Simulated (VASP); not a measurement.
# TiO2 in VASP: relaxation of cell and atoms with PBEsol

Aim: the relaxation of cell and atoms of TiO2 with PBEsol.

Everything below comes from runs of VASP 6.6.1. Logs are shortened: lines on timing, memory, paths and dates and some standing lists are left out, and cuts for length are marked.

### Step 1. The cell of the first run

The cell holds a slab with vacuum, 6 atoms: a = 2.268 Å, b = 2.268 Å, c = 15.436 Å, α = 90.00°, β = 90.00°, γ = 120.00°.

### Step 2. Relaxation of cell and atoms, PBEsol

INCAR reads:

```
SYSTEM = TiO2
PREC = Accurate
ENCUT = 600
EDIFF = 1E-6
ISMEAR = -1
SIGMA = 0.03
LREAL = .FALSE.
LASPH = .TRUE.
NELM = 60
ALGO = Normal
ISIF = 3
LWAVE = .FALSE.
LCHARG = .FALSE.
GGA = PS
IBRION = 2
NSW = 100
EDIFFG = -0.01
```

KPOINTS reads:

```
regular mesh
0
G
  9 9 2
  0 0 0
```

POSCAR reads:

```
TiO2
1.0
    2.2683564500      0.0000000000      0.0000000000
   -1.1341782200      1.9644543100      0.0000000000
    0.0000000000      0.0000000000     15.4359733800
Ti O
2 4
Direct
    0.6666666700      0.3333333300      0.1488397700
    0.3333333300      0.6666666700      0.8511602300
    0.3333333300      0.6666666700      0.2203746100
    0.6666666700      0.3333333300      0.9227490000
    0.3333333300      0.6666666700      0.0772510000
    0.6666666700      0.3333333300      0.7796253900
```

Potentials or basis: VASP PAW PBE potentials, release 64 (Ti_sv, O).

Command:

```bash
> cat potpaw_PBE.64/Ti_sv/POTCAR potpaw_PBE.64/O/POTCAR > POTCAR
> mpirun -np 1 vasp_std > vasp.out
```

OUTCAR:

```text
SYSTEM = TiO2
   PREC = Accurate
   ENCUT = 600
   EDIFF = 1E-6
   ISMEAR = -1
   LREAL = .FALSE.
   LASPH = .TRUE.
   NELM = 60
   ISIF = 3
   GGA = PS
   IBRION = 2
   NSW = 100
   EDIFFG = -0.01

 ion  position               nearest neighbor table
   1  0.667  0.333  0.149-   3 1.71   3 1.71   3 1.71   5 1.71   5 1.71   5 1.71
   2  0.333  0.667  0.851-   6 1.71   6 1.71   6 1.71   4 1.71   4 1.71   4 1.71
   3  0.333  0.667  0.220-   1 1.71   1 1.71   1 1.71
   4  0.667  0.333  0.923-   2 1.71   2 1.71   2 1.71
   5  0.333  0.667  0.077-   1 1.71   1 1.71   1 1.71
   6  0.667  0.333  0.780-   2 1.71   2 1.71   2 1.71

  LATTYP: Found a hexagonal cell.
 ALAT       =     2.2683564500
 C/A-ratio  =     6.8049152416

  Lattice vectors:

 A1 = (   2.2683564500,   0.0000000000,   0.0000000000)
 A2 = (  -1.1341782200,   1.9644543100,   0.0000000000)
 A3 = (   0.0000000000,   0.0000000000,  15.4359733800)

Analysis of symmetry for initial positions (statically):
=====================================================================
 Subroutine PRICEL returns:
 Original cell was already a primitive cell.

 Routine SETGRP: Setting up the symmetry group for a
 hexagonal supercell.

 Subroutine GETGRP returns: Found 12 space group operations
 (whereof 12 operations were pure point group operations)
 out of a pool of 24 trial point group operations.

The static configuration has the point symmetry D_3d.

Analysis of symmetry for dynamics (positions and initial velocities):
=====================================================================
 Subroutine PRICEL returns:
 Original cell was already a primitive cell.

 Routine SETGRP: Setting up the symmetry group for a
 hexagonal supercell.

 Subroutine GETGRP returns: Found 12 space group operations
 (whereof 12 operations were pure point group operations)
 out of a pool of 24 trial point group operations.

The dynamic configuration has the point symmetry D_3d.

 Subroutine INISYM returns: Found 12 space group operations
 (whereof 12 operations are pure point group operations),
 and found     1 'primitive' translations

----------------------------------------------------------------------------------------

                                     Primitive cell

  volume of cell :      68.7840

  direct lattice vectors                    reciprocal lattice vectors
     2.268356450  0.000000000  0.000000000     0.440847822  0.254523608  0.000000000
    -1.134178220  1.964454310  0.000000000     0.000000000  0.509047217  0.000000000
     0.000000000  0.000000000 15.435973380     0.000000000  0.000000000  0.064783734

  length of vectors
     2.268356450  2.268356447 15.435973380     0.509047217  0.509047217  0.064783734

  position of ions in fractional coordinates (direct lattice)
     0.666666670  0.333333330  0.148839770
     0.333333330  0.666666670  0.851160230
     0.333333330  0.666666670  0.220374610
     0.666666670  0.333333330  0.922749000
     0.333333330  0.666666670  0.077251000
     0.666666670  0.333333330  0.779625390

  ion indices of the primitive-cell ions
   primitive index   ion index
                 1           1
                 2           2
                 3           3
                 4           4
                 5           5
                 6           6

----------------------------------------------------------------------------------------

 KPOINTS: regular mesh

Automatic generation of k-mesh.
 Grid dimensions read from file:
 generate k-points for:    9    9    2

 Generating k-lattice:

  Cartesian coordinates                     Fractional coordinates (reciprocal lattice)
     0.048983091  0.028280401  0.000000000     0.111111111  0.000000000  0.000000000
     0.000000000  0.056560802  0.000000000     0.000000000  0.111111111  0.000000000
     0.000000000  0.000000000  0.032391867     0.000000000  0.000000000  0.500000000

  Length of vectors
     0.056560802  0.056560802  0.032391867

  Shift w.r.t. Gamma in fractional coordinates (k-lattice)
     0.000000000  0.000000000  0.000000000

 Subroutine IBZKPT returns following result:
 ===========================================

 Found     24 irreducible k-points:

 Following reciprocal coordinates:
            Coordinates               Weight
  0.000000  0.000000  0.000000      1.000000
  0.111111 -0.000000  0.000000      6.000000
  0.222222  0.000000  0.000000      6.000000
  0.333333  0.000000  0.000000      6.000000
  0.444444  0.000000  0.000000      6.000000
  0.111111  0.111111  0.000000      6.000000
[... 16 lines left out ...]
  0.333333  0.222222  0.500000     12.000000
  0.333333  0.333333  0.500000      2.000000
   k-points           NKPTS =     24   k-points in BZ     NKDIM =     24   number of bands    NBANDS=     28
   number of dos      NEDOS =    301   number of ions     NIONS =      6
   total plane-waves  NPLWV =  40824
   dimension x,y,z NGX =    18 NGY =   18 NGZ =  126
   dimension x,y,z NGXF=    36 NGYF=   36 NGZF=  252
   ions per type =               2   4
   NGX,Y,Z   is equivalent  to a cutoff of  13.19, 13.19, 13.57 a.u.
   NGXF,Y,Z  is equivalent  to a cutoff of  26.38, 26.38, 27.14 a.u.
 SYSTEM =  TiO2
   PREC   = accura    normal or accurate (medium, high low for compatibility)
   ISTART =      0    job   : 0-new  1-cont  2-samecut
   ICHARG =      2    charge: 1-file 2-atom 10-const
   ISPIN  =      1    spin polarized calculation?
   LNONCOLLINEAR =      F non collinear calculations
   LSORBIT =      F    spin-orbit coupling
   LASPH  =      T    aspherical Exc in radial PAW
   ENCUT  =  600.0 eV  44.10 Ry    6.64 a.u.   4.53  4.53 30.83*2*pi/ulx,y,z
   NELM   =     60;   NELMIN=  2; NELMDL= -5     # of ELM steps
   EDIFF  = 0.1E-05   stopping-criterion for ELM
   LREAL  =      F    real-space projection
   EDIFFG = -.1E-01   stopping-criterion for IOM
   NSW    =    100    number of steps for IOM
   IBRION =      2    ionic relax: 0-MD 1-quasi-New 2-CG
   NFREE  =      1    steps in history (QN), initial steepest desc. (CG)
   ISIF   =      3    stress and relaxation
   ISYM   =      2    0-nonsym 1-usesym 2-fastsym
   POTIM  = 0.5000    time-step for ionic-motion
   TEBEG  =    0.0;   TEEND  =   0.0 temperature during run
   PSTRESS=    0.0 pullay stress
   NELECT =      48.0000    total number of electrons
   NUPDOWN=      -1.0000    fix difference up-down
   EMIN   =  10.00;   EMAX   =-10.00  energy-range for DOS
   EFERMI =   0.00;   METHOD = LEGACY
   ISMEAR =    -1;   SIGMA  =   0.03  broadening in eV -4-tet -1-fermi 0-gaus
   EFERMI_NEDOS =   21; number of points for ismear=-14 and -15
   IALGO  =     38    algorithm
   IMIX   =      4    mixing-type and parameters
     AMIX     =   0.40;   BMIX     =  1.00
     AMIX_MAG =   1.60;   BMIX_MAG =  1.00
  volume/ion in A,a.u.               =      11.46        77.36
  Fermi-wavevector in a.u.,A,eV,Ry     =   1.452088  2.744048 28.688680  2.108558
  Thomas-Fermi vector in A             =   2.569510
   LORBIT       =      0    0 simple, 1 ext, 2 COOP (PROOUT), +10 PAW based schemes
   GGA     = PS    functional components
   LHFCALC =     F    Hartree Fock is set to
   AEXX    =    0.0000 exact exchange contribution
   IVDW    =     0    specifies the selected vdW correction
   LEPSILON=     F    determine dielectric tensor
   LRPA    =     F    only Hartree local field effects (RPA)
 conjugate gradient relaxation of ions
 non-spin polarized calculation
  energy-cutoff  :      600.00
  volume of cell :       68.78
 maximum number of plane-waves:      2333
 NGX is ok and might be reduce to    18
   NGX =  9   NGY =  9   NGZ = 61

--------------------------------------- Ionic step        1  -------------------------------------------

 number of electron      48.0000035 magnetization

 Free energy of the ion-electron system (eV)
  ---------------------------------------------------
  ext. energy  EPLUGINS =         0.00000000
  ---------------------------------------------------
  free energy    TOTEN  =       -35.32598699 eV

  energy without entropy =      -35.32598699  energy(sigma->0) =      -35.32598699

------------------------ aborting loop because EDIFF is reached ----------------------------------------

  FORCE on cell =-STRESS in cart. coord.  units (eV):
  Direction    XX          YY          ZZ          XY          YZ          ZX
  --------------------------------------------------------------------------------------
  -------------------------------------------------------------------------------------
  Total       82.7825917     82.7825917     41.9299285      0.0000002      0.0000000      0.0000000
  in kB     1928.2455930   1928.2455920    976.6691065      0.0000049      0.0000000      0.0000000
  external PRESSURE =    1611.0534305 kB  Pullay stress =       0.0000000 kB
[... 25 lines left out ...]
  energy  without entropy=      -35.3259869882  energy(sigma->0) =      -35.32598699

--------------------------------------- Ionic step        2  -------------------------------------------

 number of electron      47.9999977 magnetization

------------------------ aborting loop EDIFF was not reached (unconverged)  ----------------------------

  FORCE on cell =-STRESS in cart. coord.  units (eV):
  Direction    XX          YY          ZZ          XY          YZ          ZX
  --------------------------------------------------------------------------------------
  -------------------------------------------------------------------------------------
  Total      -82.0486350    -82.0486349    -69.3364593     -0.0000004     -0.0000000      0.0000000
  in kB     -515.1971329   -515.1971324   -435.3752507     -0.0000024     -0.0000000      0.0000000
  external PRESSURE =    -488.5898386 kB  Pullay stress =       0.0000000 kB

 VOLUME and BASIS-vectors are now :
 -----------------------------------------------------------------------------
  energy-cutoff  :      600.00
  volume of cell :      255.16
      direct lattice vectors                 reciprocal lattice vectors
     3.778194139  0.000000004  0.000000000     0.264676711  0.152811170 -0.000000000
    -1.889097058  3.272012101  0.000000000    -0.000000000  0.305622341  0.000000000
     0.000000000  0.000000000 20.639982937    -0.000000000 -0.000000000  0.048449652
[... 2308 lines left out ...]
     27       4.9088      0.00000
     28       4.9088      0.00000

[... ionic steps 4 to 71 ...]

--------------------------------------- Ionic step       72  -------------------------------------------

 number of electron      48.0000003 magnetization

------------------------ aborting loop because EDIFF is reached ----------------------------------------

  FORCE on cell =-STRESS in cart. coord.  units (eV):
  Direction    XX          YY          ZZ          XY          YZ          ZX
  --------------------------------------------------------------------------------------
  -------------------------------------------------------------------------------------
  Total       -0.0971655     -0.0971655     -0.1711805     -0.0000000     -0.0000000      0.0000000
  in kB       -2.0803437     -2.0803437     -3.6650287     -0.0000000     -0.0000000      0.0000000
  external PRESSURE =      -2.6085721 kB  Pullay stress =       0.0000000 kB
[... 65 lines left out ...]
  energy  without entropy=      -52.4274197969  energy(sigma->0) =      -52.42741980

--------------------------------------- Ionic step       74  -------------------------------------------

 number of electron      48.0000003 magnetization

 Free energy of the ion-electron system (eV)
  ---------------------------------------------------
  ext. energy  EPLUGINS =         0.00000000
  ---------------------------------------------------
  free energy    TOTEN  =       -52.42742394 eV

  energy without entropy =      -52.42742392  energy(sigma->0) =      -52.42742393

 E-fermi :   2.9300     XC(G=0): -10.2208

 val. band max:        2.4433720682   @ k =   0.1111   0.1111   0.0000
 cond. band min:       3.4298913413   @ k =   0.2222   0.2222   0.0000
 fundamental gap:      0.9865192731
 Fermi energy:         2.9300115453

 k-point     1 :       0.0000    0.0000    0.0000
  band No.  band energies     occupation
      1     -54.1509      2.00000
      2     -54.1509      2.00000
      3     -30.4747      2.00000
      4     -30.4742      2.00000
      5     -30.1937      2.00000
      6     -30.1937      2.00000
[... 766 lines left out ...]
  FREE ENERGIE OF THE ION-ELECTRON SYSTEM (eV)
  ---------------------------------------------------
  free  energy   TOTEN  =       -52.4274239355 eV

  energy  without entropy=      -52.4274239209  energy(sigma->0) =      -52.42742393

 reached required accuracy - stopping structural energy minimisation
```

Run time: 36 min. Hardware: 1 thread of Intel Xeon 6975P-C (Granite Rapids), shared host; peak memory 0.22 GiB.

Results:

| Property | Result |
| --- | --- |
| Free energy | -52.4274 eV |
| Relaxed volume | 12.46 Å³/atom |
| Relaxed cell | a = 2.834 Å, b = 2.834 Å, c = 10.749 Å, α = 90.00°, β = 90.00°, γ = 120.00° |
| Space group after relaxing (to 0.1 Å) | P-3m1 (No. 164) |
| Largest force after relaxing | 0.009 eV/Å |
| Band gap on the k mesh | 0.99 eV (least direct gap 1.31 eV) |

Forces on the atoms (eV/Å):
```
Ti   0.000  0.000 -0.006
Ti   0.000  0.000  0.006
O    0.000  0.000 -0.004
O    0.000  0.000  0.009
O    0.000  0.000 -0.009
O    0.000  0.000  0.004
```

Final structure:
```xyz
6
Lattice="2.8337 0.0000 0.0000 -1.4168 2.4540 0.0000 0.0000 0.0000 10.7491" Properties=species:S:1:pos:R:3 pbc="T T T"
Ti    1.4168    0.8180    2.8436
Ti    0.0000    1.6360    7.9055
O     0.0000    1.6360    3.9667
O     1.4168    0.8180    9.0288
O     0.0000    1.6360    1.7203
O     1.4168    0.8180    6.7824
```

Levels at points of the mesh, in eV from the valence-band top:
```
           k point  band 21  band 22  band 23  band 24  band 25  band 26  band 27  band 28
(0.00, 0.00, 0.00)    -1.78    -1.78    -0.98    -0.07     2.90     3.13     4.20     4.20
(0.00, 0.00, 0.50)    -1.78    -1.78    -0.69    -0.36     3.01     3.06     4.22     4.22
```

Caveat: there is no dipole correction, which matters where the two faces differ; the relaxation moved the vacuum too, so the length across it says nothing of the material; a cell axis changed by over 15 % at a fixed basis, so the end point is rough; the PAW data sets were made with another functional, which shifts forces and pressure a little.
